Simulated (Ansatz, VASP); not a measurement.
# Mg in VASP and in Ansatz

The input INCAR:

```
SYSTEM = Mg
ALGO = Fast
EDIFF = 1E-6
ENCUT = 520
GGA = PS
ISIF = 2
ISMEAR = -1
LASPH = .True.
LCHARG = .True.
LELF = .True.
LREAL = .False.
LVHAR = .True.
LWAVE = .False.
NBANDS = 7
NELM = 100
PREC = Accurate
SIGMA = 0.05
```

The input KPOINTS:

```
k-points
0
Gamma
  6 6 5
  0 0 0
```

The input POSCAR:

```
Mg
1.0
    3.0502998005      0.0000000000      0.0000000000
   -1.5251499003      2.6416371164      0.0000000000
    0.0000000000      0.0000000000      3.0448375700
Mg
1
Direct
    0.0000000000      0.0000000000      0.0000000000
```

The input input.yaml:

```yaml
crystal:
  lattice:
    - [3.0502998005, 0.0, 0.0]
    - [-1.5251499003, 2.6416371164, 0.0]
    - [0.0, 0.0, 3.04483757]
  atoms:
    - { symbol: Mg, position: [0.0, 0.0, 0.0] }
hamiltonian:
  xc: pbesol
  pseudopotentials: { kind: paw }
kpoints:
  mp_grid: { grid: [6, 6, 5] }
scf:
  occupations: { method: fermi_dirac, width: 0.05 }
  n_extra_bands: 6
output:
  forces: true
  stress: true
  eigenvalues: true
  dos: { projected: true, de: 0.05, nscf_kmesh: { grid: [9, 9, 8] } }
```

Alike in both runs: functional PBEsol; k mesh 6 × 6 × 5; occupations fermi-dirac, width 0.05 eV; no spin polarisation.

|  | VASP | Ansatz |
| --- | --- | --- |
| version | VASP 6.6.1 | Ansatz 0.2.0 |
| potentials or method | VASP PAW PBE potentials, release 64 (Mg) | Ansatz PAW |
| plane-wave cutoff (eV) | 520 | 420 |
| valence electrons in the cell | 2 | 10 |
| task | single point | projected density of states |

```tsv
	VASP	Ansatz	Ansatz less VASP
gap on the k mesh at the Fermi level (eV)	none	none	-
pressure (GPa)	0.9	0.9	+0.02
traceless stress, the component that is largest in VASP (GPa)	2.44	2.46	+0.013
```

VASP's potentials were made for PBE, not for PBEsol. A gap of «none» marks a metal or a gap that the smearing closes. The functional is the same, so the differences come from potentials, cutoffs and numerics. VASP's potentials hold 2 valence electrons a cell and Ansatz's 10, so a difference there can come from the potentials and not from the codes.

The k mesh is coarse, so the values compare programs but aren't converged.
